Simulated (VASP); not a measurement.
Wanted: the native input for a VASP 6.6.1 run.

* Task: single point
* Functional: PBE
* Potentials or basis: VASP PAW PBE potentials, release 64 (Cr_pv, V_sv, C)
* Cutoff: 520 eV
* k mesh: 11 × 11 × 11
* Occupations: fermi-dirac, width 0.05 eV
* Spin: collinear spin, ferromagnetic start
* Starting moments: [3.0, 2.0, 0.0, 0.0] μB
* Hubbard terms: Cr d U = 3.0 eV, V d U = 3.0 eV
* Dipole correction: no
* Further INCAR settings: ALGO = Normal; EDIFF = 1e-06; NBANDS = 28

The structure of VCrC2 lies in POSCAR:

```
VCrC2
1.0
    1.4606320425      0.8432963029      4.7393853233
   -1.4606320425      0.8432963029      4.7393853233
    0.0000000000     -1.6865926058      4.7393853233
Cr V C
1 1 2
Direct
    0.5000000000      0.5000000000      0.5000000000
    0.0000000000      0.0000000000      0.0000000000
    0.2487590000      0.2487590000      0.2487590000
    0.7512410000      0.7512410000      0.7512410000
```

One way to write it, as run:

INCAR

```
ALGO = Normal ; EDIFF = 1E-6
ENCUT = 520 ; GGA = PE
ISIF = 2 ; ISMEAR = -1
ISPIN = 2 ; LASPH = T
LCHARG = T ; LDAU = T
LDAUJ = 0 0 0 ; LDAUL = 2 2 -1
LDAUPRINT = 1 ; LDAUTYPE = 2
LDAUU = 3 3 0 ; LELF = T
LMAXMIX = 4 ; LORBIT = 11
LREAL = F ; LVHAR = T
LWAVE = F ; MAGMOM = 3 2 0 0
NBANDS = 28 ; NELM = 150
PREC = Accurate ; SIGMA = 0.05
```

KPOINTS

```
k-points
0
Gamma
  11 11 11
```

Potentials or basis: VASP PAW PBE potentials, release 64 (Cr_pv, V_sv, C).

Launch:

```console
$ cat potpaw_PBE.64/Cr_pv/POTCAR potpaw_PBE.64/V_sv/POTCAR potpaw_PBE.64/C/POTCAR > POTCAR
$ mpirun -np 1 vasp_std > vasp.out
```

It gave:

- Pressure: 16.8 GPa
- Largest force: 0.651 eV/Å
- Net moment: 1.93 μB per cell
- Site moments: Cr +2.41; V -0.24; C -0.09 μB
- Valence electrons inside the program's atomic spheres: Cr 11.11; V 11.71; C 2.45

Caveat: the cell stands under pressure; an empty level that is flat over the whole mesh can mark a ghost state of the potentials, or a narrow d or f band; the U is typed as a test and isn't derived for this compound.

Wall time 30 min on 1 thread of Intel Xeon 8259CL, with other jobs on the host, peak memory 0.45 GiB.
